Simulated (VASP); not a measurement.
Write the native input for VASP 6.6.1 that does the following.

```yaml
Task: single point
Functional: LDA
Potentials_or_basis: VASP PAW LDA potentials, release 64 (O, H, S)
Cutoff: 520 eV
k_mesh: 1 × 1 × 1
Occupations: fermi-dirac, width 0.02 eV
Spin: no spin polarisation
Dipole_correction: no
Further_INCAR_settings: LREAL = Auto; ALGO = Normal; EDIFF = 1e-06; NBANDS = 66
```

The structure of H22SO10 lies in POSCAR:

```
H22SO10
1.0
    5.6801740000      0.0000000000      0.0000000000
    0.0000000000      5.6801740000      0.0000000000
    0.0000000000      0.0000000000      5.6801740000
O H S
10 22 1
Direct
    0.6998729264      0.2268944578      0.5252655993
    0.2079689812      0.1231124258      0.5370786177
    0.2346230943      0.5965134167     -0.0306504695
   -0.0761420337      0.2193242672      0.8497274907
    0.4020827531      0.5101780333      0.4185611215
    0.4937876903      0.8794272852      0.2838645436
    0.4969213971      0.2962937403      0.0529561242
    0.7763318518      0.6117594285      1.1134165960
    0.5194911283     -0.0837298294      0.7992712899
    0.9311686579      0.0183269034      0.2223171332
    0.7111401869      0.3911323843      0.5472367572
    0.8583539870      0.1440448831      0.3447429603
    0.4444230054      0.1908920396      0.1757516583
    0.0950851154      0.0872860585      0.4014137595
    0.4089663450      0.8198692505     -0.1217920437
    0.2957655875      0.6117594285      0.1313692151
    0.0623924549      0.2273874005      0.7518783756
   -0.1099966304      0.4090719756      0.8788287119
    0.2715233723      0.5673065649      0.5107061861
    0.3562566921      0.3139516501      0.4347225983
    0.4979600977      0.7226011034      0.3856924101
    0.8713289417      0.6366178219      0.2481614120
    0.6274455677      0.4384724834      0.1240983111
    0.5281704398      0.0865466445     -0.0976202490
    0.6492582798      0.7476531529      1.1158813093
    0.3029132558      0.4363950823      0.9252005308
    0.3219267579     -0.0080103180      0.5074492436
    0.7144323396      0.1531995323      0.6804721123
    0.9556045290      0.1108416749      0.0741702631
    0.6545574132     -0.0405973479      0.3074201600
    1.0188772386      0.8976309529      0.5752816727
    0.6935879077      0.8043591622      0.7663145530
    0.8929656028      0.7002074232      0.6000344356
```

The input as run:

INCAR

```
PREC = Accurate ; ENCUT = 520
EDIFF = 1E-6 ; ISMEAR = -1
SIGMA = 0.02 ; LREAL = Auto
LASPH = T ; NELM = 120
ALGO = Normal ; ISIF = 2
LWAVE = F ; LCHARG = F
GGA = CA ; NBANDS = 66
GGA_COMPAT = F
```

KPOINTS

```
regular mesh
0
Gamma
  1 1 1
```

Potentials or basis: VASP PAW LDA potentials, release 64 (O, H, S).

Run with:

```console
$ cat potpaw_LDA.64/O/POTCAR potpaw_LDA.64/H/POTCAR potpaw_LDA.64/S/POTCAR > POTCAR
$ mpirun -np 1 vasp_gam > vasp.out
```

It gave:

* Pressure: 16.8 GPa
* Largest force: 4.433 eV/Å
* Band gap on the k mesh: 3.73 eV

Caveat: the k points lie up to 1.11 Å⁻¹ apart.

Run time: 13 s on 1 thread of Intel(R) Xeon(R) 6975P-C (Granite Rapids) (shared host), peak memory 0.19 GiB.
